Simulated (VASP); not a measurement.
# BaTiO3: single point with r2SCAN

Crystal: BaTiO3.

```
Ba Ti O
1.0
     4.05661    0.00000    0.00000
     0.01133    4.05659    0.00000
     0.02266    0.02260    8.11316
Ba Ti O
2 2 6
Direct
  0.00000 0.00000 0.00000
  0.00000 0.00000 0.50000
  0.48800 0.48800 0.24400
  0.48800 0.48800 0.74400
  0.51160 0.51160 0.00975
  0.51160 0.51160 0.50975
  0.01950 0.51160 0.25580
  0.01950 0.51160 0.75580
  0.51160 0.01950 0.25580
  0.51160 0.01950 0.75580
```

| Item | Value |
| --- | --- |
| Program | VASP 6.6.1 |
| Task | single point |
| Functional | r2SCAN |
| Potentials or basis | VASP PAW PBE potentials, release 64 (Ba_sv, Ti_sv, O) |
| Cutoff | 520 eV |
| k mesh | 5 × 5 × 3 |
| Occupations | fermi-dirac, width 0.1 eV |
| Spin | no spin polarisation |

- Pressure: -3.2 GPa
- Largest force: 0.265 eV/Å
- Band gap on the k mesh: 2.69 eV

Forces on the atoms (eV/Å):
```
Ba   0.001  0.001  0.001
Ba   0.001  0.001  0.001
Ti  -0.152 -0.152 -0.155
Ti  -0.152 -0.152 -0.155
O   -0.026 -0.026  0.202
O   -0.026 -0.026  0.202
O    0.201 -0.024 -0.024
O    0.201 -0.024 -0.024
O   -0.024  0.201 -0.024
O   -0.024  0.201 -0.024
```

Stress tensor (GPa, compression positive):
```
-3.16  0.08  0.08
 0.08 -3.16  0.08
 0.08  0.08 -3.16
```

Levels at points of the mesh, in eV from the valence-band top:
```csv
k point,band 36,band 37,band 38,band 39,band 40,band 41,band 42,band 43,band 44,band 45
"(0.00, 0.00, 0.00)",-0.89,-0.79,-0.45,-0.35,-0.35,2.69,2.69,2.81,2.84,3.99
```

It took 13 min on 1 thread of Intel(R) Xeon(R) Platinum 8259CL CPU @ 2.50GHz (Skylake/Cascade Lake) (shared host), peak memory 0.32 GiB.

Caveat: the PAW data sets were made with another functional, which shifts forces and pressure a little; spin-orbit coupling is left out, which moves the levels of the heavy elements. A k mesh can miss the band edges.
